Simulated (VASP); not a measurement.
# InP (I-4m2) in VASP: notebook

InP is run at these levels: r2SCAN; tasks: single point.

Program: VASP 6.6.1. These are calculated values, not measurements. Logs are shortened: lines on timing, memory, paths and dates and some standing lists are left out, and cuts for length are marked.

## (1) The cell of the first run

Symmetry: I-4m2, No. 119, tetragonal system. The conventional cell has a = 4.177 Å, b = 4.177 Å, c = 5.671 Å, α = 90.00°, β = 90.00°, γ = 90.00°. Within 3.3 Å of In (site symmetry -4m2) lie 4 P at 2.52 Å. Within 3.3 Å of P (site symmetry -4m2) lie 4 In at 2.52 Å.

## (2) Single point, r2SCAN, non-collinear spin, zero start, spin-orbit coupling (uniaxial z strain -4.0%)

POSCAR

```
InP
1.0
    0.0000000000      2.9537876348      2.8356361294
    2.9537876348      0.0000000000      2.8356361294
    2.9537876348      2.9537876348      0.0000000000
In P
1 1
Direct
    0.0000000000      0.0000000000      0.0000000000
    0.2500000000      0.2500000000      0.2500000000
```

INCAR.step1

```
SYSTEM = InP
PREC     = Accurate       ! precision mode
ENCUT    = 520            ! plane-wave cutoff, eV
ISMEAR   = -1             ! smearing method
SIGMA    = 0.02           ! smearing width, eV
LREAL    = .FALSE.        ! projectors in reciprocal space
LASPH    = .TRUE.         ! aspherical terms in the spheres
NELM     = 150            ! most SCF steps
MAGMOM   = 0 0 0 0 0 0    ! initial moments
LSORBIT  = .TRUE.         ! spin-orbit coupling
GGA_COMPAT= .FALSE.      
NBANDS   = 30             ! bands
GGA      = PE             ! functional
ALGO     = Normal         ! electronic algorithm
EDIFF    = 1E-4           ! SCF threshold, eV
LWAVE    = .TRUE.         ! write WAVECAR
LCHARG   = .FALSE.        ! write CHGCAR
```

INCAR.step2

```
SYSTEM = InP
PREC     = Accurate       ! precision mode
ENCUT    = 520            ! plane-wave cutoff, eV
EDIFF    = 1E-7           ! SCF threshold, eV
ISMEAR   = -1             ! smearing method
SIGMA    = 0.02           ! smearing width, eV
LREAL    = .FALSE.        ! projectors in reciprocal space
LASPH    = .TRUE.         ! aspherical terms in the spheres
NELM     = 150            ! most SCF steps
ALGO     = Normal         ! electronic algorithm
ISIF     = 2              ! what is computed and relaxed
LWAVE    = .FALSE.        ! write WAVECAR
LCHARG   = .FALSE.        ! write CHGCAR
MAGMOM   = 0 0 0 0 0 0    ! initial moments
LORBIT   = 11             ! projections on sites
LSORBIT  = .TRUE.         ! spin-orbit coupling
GGA_COMPAT= .FALSE.      
LORBMOM  = .TRUE.       
METAGGA  = R2SCAN         ! meta-GGA
LMIXTAU  = .TRUE.       
NBANDS   = 30             ! bands
ISTART   = 1
```

KPOINTS

```
regular mesh
0
G
  8 8 8
  0 0 0
```

Potentials or basis: VASP PAW PBE potentials, release 64 (In_d, P).

On the command line:

```
$ cat potpaw_PBE.64/In_d/POTCAR potpaw_PBE.64/P/POTCAR > POTCAR
$ cp INCAR.step1 INCAR
$ mpirun -np 1 vasp_ncl > vasp.out
$ cp INCAR.step2 INCAR
$ mpirun -np 1 vasp_ncl > vasp.out
```

OUTCAR:

```text
SYSTEM = InP
   PREC = Accurate
   ENCUT = 520
   EDIFF = 1E-7
   ISMEAR = -1
   LREAL = .FALSE.
   LASPH = .TRUE.
   NELM = 150
   ISIF = 2
   LORBIT = 11
   LSORBIT = .TRUE.
   METAGGA = R2SCAN
   ISTART = 1

 ion  position               nearest neighbor table
   1  0.000  0.000  0.000-   2 2.52   2 2.52   2 2.52   2 2.52
   2  0.250  0.250  0.250-   1 2.52   1 2.52   1 2.52   1 2.52

  LATTYP: Found a body centered tetragonal cell.
 ALAT       =     4.1772865335
 C/A-ratio  =     1.3576450199

  Lattice vectors:

 A1 = (   0.0000000000,  -2.9537876348,  -2.8356361294)
 A2 = (   0.0000000000,   2.9537876348,  -2.8356361294)
 A3 = (   2.9537876348,   0.0000000000,   2.8356361294)

Analysis of symmetry for initial positions (statically):
=====================================================================
 Subroutine PRICEL returns:
 Original cell was already a primitive cell.

 Routine SETGRP: Setting up the symmetry group for a
 body centered tetragonal supercell.

 Subroutine GETGRP returns: Found  8 space group operations
 (whereof  8 operations were pure point group operations)
 out of a pool of 16 trial point group operations.

The static configuration has the point symmetry D_2d.

Analysis of symmetry for dynamics (positions and initial velocities):
=====================================================================
 Subroutine PRICEL returns:
 Original cell was already a primitive cell.

 Routine SETGRP: Setting up the symmetry group for a
 body centered tetragonal supercell.

 Subroutine GETGRP returns: Found  8 space group operations
 (whereof  8 operations were pure point group operations)
 out of a pool of 16 trial point group operations.

The dynamic configuration has the point symmetry D_2d.

Analysis of structural, dynamic, and magnetic symmetry:
=====================================================================
 Subroutine PRICEL returns:
 Original cell was already a primitive cell.

 Routine SETGRP: Setting up the symmetry group for a
 body centered tetragonal supercell.

 Subroutine GETGRP returns: Found  8 space group operations
 (whereof  8 operations were pure point group operations)
 out of a pool of 16 trial point group operations.

The overall configuration has the point symmetry D_2d.

 Subroutine INISYM returns: Found  8 space group operations
 (whereof  8 operations are pure point group operations),
 and found     1 'primitive' translations

----------------------------------------------------------------------------------------

                                     Primitive cell

  volume of cell :      49.4811

  direct lattice vectors                    reciprocal lattice vectors
     0.000000000  2.953787635  2.835636129    -0.169274187  0.169274187  0.176327278
     2.953787635  0.000000000  2.835636129     0.169274187 -0.169274187  0.176327278
     2.953787635  2.953787635  0.000000000     0.169274187  0.169274187 -0.176327278

  length of vectors
     4.094593222  4.094593222  4.177286534     0.297319373  0.297319373  0.297319373

  position of ions in fractional coordinates (direct lattice)
     0.000000000  0.000000000  0.000000000
     0.250000000  0.250000000  0.250000000

  ion indices of the primitive-cell ions
   primitive index   ion index
                 1           1
                 2           2

----------------------------------------------------------------------------------------

 KPOINTS: regular mesh

Automatic generation of k-mesh.
 Grid dimensions read from file:
 generate k-points for:    8    8    8

 Generating k-lattice:

  Cartesian coordinates                     Fractional coordinates (reciprocal lattice)
    -0.021159273  0.021159273  0.022040910     0.125000000 -0.000000000  0.000000000
     0.021159273 -0.021159273  0.022040910    -0.000000000  0.125000000  0.000000000
     0.021159273  0.021159273 -0.022040910     0.000000000  0.000000000  0.125000000

[... 93 lines left out ...]

 number of electron      17.9999999 magnetization      -0.0000000      0.0000000     -0.0000000

 Free energy of the ion-electron system (eV)
  ---------------------------------------------------
  ext. energy  EPLUGINS =         0.00000000
  ---------------------------------------------------
  free energy    TOTEN  =       -32.30698077 eV

  energy without entropy =      -32.30698077  energy(sigma->0) =      -32.30698077

 E-fermi :   5.7316     XC(G=0):  -9.9636

 val. band max:        5.3329184044   @ k =   0.0000   0.0000   0.0000
 cond. band min:       6.4627465014   @ k =   0.0000   0.0000   0.0000
 fundamental gap:      1.1298280970
 Fermi energy:         5.7315986439

 k-point     1 :       0.0000    0.0000    0.0000
  band No.  band energies     occupation
      1      -9.9337      1.00000
      2      -9.9337      1.00000
      3      -9.9239      1.00000
      4      -9.9239      1.00000
      5      -9.1558      1.00000
      6      -9.1558      1.00000
[... 781 lines left out ...]
     29      16.6194      0.00000
     30      16.6327      0.00000

 [... further k-points ...]

------------------------ aborting loop because EDIFF is reached ----------------------------------------

  FORCE on cell =-STRESS in cart. coord.  units (eV):
  Direction    XX          YY          ZZ          XY          YZ          ZX
  --------------------------------------------------------------------------------------
  -------------------------------------------------------------------------------------
  Total        0.6992157      0.6992157      1.2010658      0.0000000     -0.0000000      0.0000000
  in kB       22.6403279     22.6403279     38.8900354      0.0000000     -0.0000000      0.0000000
  external PRESSURE =      28.0568971 kB  Pullay stress =       0.0000000 kB

 VOLUME and BASIS-vectors are now :
 -----------------------------------------------------------------------------
  energy-cutoff  :      520.00
  volume of cell :       49.48
      direct lattice vectors                 reciprocal lattice vectors
     0.000000000  2.953787635  2.835636129    -0.169274187  0.169274187  0.176327278
     2.953787635  0.000000000  2.835636129     0.169274187 -0.169274187  0.176327278
     2.953787635  2.953787635  0.000000000     0.169274187  0.169274187 -0.176327278

 POSITION                                       TOTAL-FORCE (eV/Angst)
 -----------------------------------------------------------------------------------
      0.00000      0.00000      0.00000        -0.000000     -0.000000     -0.000000
      1.47689      1.47689      1.41782         0.000000      0.000000      0.000000
 -----------------------------------------------------------------------------------
    total drift:                                0.000025      0.000025      0.000035

  FREE ENERGIE OF THE ION-ELECTRON SYSTEM (eV)
  ---------------------------------------------------
  free  energy   TOTEN  =       -32.3069807663 eV

  energy  without entropy=      -32.3069807663  energy(sigma->0) =      -32.30698077

 orbital moment (x)

 # of ion     p       d       tot
 ----------------------------------------
  1        -0.000   0.000  -0.000
  2         0.000   0.000   0.000
 ----------------------------------------
           -0.000   0.000  -0.000

 orbital moment (y)

 # of ion     p       d       tot
 ----------------------------------------
  1        -0.000   0.000  -0.000
  2         0.000   0.000   0.000
 ----------------------------------------
           -0.000   0.000  -0.000

 orbital moment (z)

 # of ion     p       d       tot
 ----------------------------------------
  1         0.000   0.000   0.000
  2         0.000   0.000   0.000
 ----------------------------------------
            0.000   0.000   0.000

 Spin-Orbit-Coupling matrix elements

 Ion:    1  E_soc:     -0.0684095
 l=   1
     0.0000000    -0.0050747    -0.0050930
    -0.0050747     0.0000000    -0.0050747
    -0.0050930    -0.0050747     0.0000000
 l=   2
     0.0000000    -0.0012983     0.0000000    -0.0012983    -0.0050229
    -0.0012983     0.0000000    -0.0037676    -0.0012952    -0.0012563
     0.0000000    -0.0037676     0.0000000    -0.0037676     0.0000000
    -0.0012983    -0.0012952    -0.0037676     0.0000000    -0.0012563
    -0.0050229    -0.0012563     0.0000000    -0.0012563     0.0000000
 l=   3
     0.0000000     0.0000000     0.0000000     0.0000000     0.0000000     0.0000000     0.0000000
     0.0000000     0.0000000     0.0000000     0.0000000     0.0000000     0.0000000     0.0000000
     0.0000000     0.0000000     0.0000000     0.0000000     0.0000000     0.0000000     0.0000000
     0.0000000     0.0000000     0.0000000     0.0000000     0.0000000     0.0000000     0.0000000
     0.0000000     0.0000000     0.0000000     0.0000000     0.0000000     0.0000000     0.0000000
     0.0000000     0.0000000     0.0000000     0.0000000     0.0000000     0.0000000     0.0000000
     0.0000000     0.0000000     0.0000000     0.0000000     0.0000000     0.0000000     0.0000000

 Ion:    2  E_soc:     -0.0010303
 l=   1
     0.0000000    -0.0001735    -0.0001682
    -0.0001735     0.0000000    -0.0001735
    -0.0001682    -0.0001735     0.0000000
 l=   2
     0.0000000     0.0000000     0.0000000     0.0000000     0.0000000
     0.0000000     0.0000000     0.0000000     0.0000000     0.0000000
     0.0000000     0.0000000     0.0000000     0.0000000     0.0000000
     0.0000000     0.0000000     0.0000000     0.0000000     0.0000000
     0.0000000     0.0000000     0.0000000     0.0000000     0.0000000
 l=   3
     0.0000000     0.0000000     0.0000000     0.0000000     0.0000000     0.0000000     0.0000000
     0.0000000     0.0000000     0.0000000     0.0000000     0.0000000     0.0000000     0.0000000
     0.0000000     0.0000000     0.0000000     0.0000000     0.0000000     0.0000000     0.0000000
     0.0000000     0.0000000     0.0000000     0.0000000     0.0000000     0.0000000     0.0000000
     0.0000000     0.0000000     0.0000000     0.0000000     0.0000000     0.0000000     0.0000000
     0.0000000     0.0000000     0.0000000     0.0000000     0.0000000     0.0000000     0.0000000
     0.0000000     0.0000000     0.0000000     0.0000000     0.0000000     0.0000000     0.0000000

 total charge

# of ion       s       p       d       tot
------------------------------------------
    1        0.819   0.823   9.906  11.549
    2        1.016   1.529   0.000   2.545
--------------------------------------------------
tot          1.835   2.352   9.906  14.093

 magnetization (x)

# of ion       s       p       d       tot
------------------------------------------
    1       -0.000   0.000   0.000   0.000
    2        0.000   0.000   0.000   0.000
--------------------------------------------------
tot         -0.000   0.000   0.000   0.000

 magnetization (y)

# of ion       s       p       d       tot
------------------------------------------
    1        0.000  -0.000   0.000  -0.000
    2        0.000  -0.000   0.000  -0.000
--------------------------------------------------
tot          0.000  -0.000   0.000  -0.000

 magnetization (z)

# of ion       s       p       d       tot
------------------------------------------
    1        0.000   0.000  -0.000   0.000
    2       -0.000  -0.000   0.000  -0.000
--------------------------------------------------
tot         -0.000  -0.000  -0.000  -0.000
```

Wall time 37 min (1 thread of Oxide Virtual Turin-like, shared host); peak memory 0.42 GiB.

Results:

| Item | Value |
| --- | --- |
| Free energy | -32.3070 eV |
| Pressure | 2.8 GPa |
| Net moment | 0.00 μB per cell |
| Valence electrons inside the program's atomic spheres | In 11.55; P 2.54 |

Stress tensor (GPa, compression positive):
```
2.26 0.00 0.00
0.00 2.26 0.00
0.00 0.00 3.89
```

Moments on the atoms (μB; x, y, z):
```
In  0.00 0.00 0.00
P   0.00 0.00 0.00
```

Caveat: the cell differs from its parent crystal (uniaxial z strain -4.0%); the PAW data sets were made with another functional, which shifts forces and pressure a little.

(Continued in part 2 of 2.)
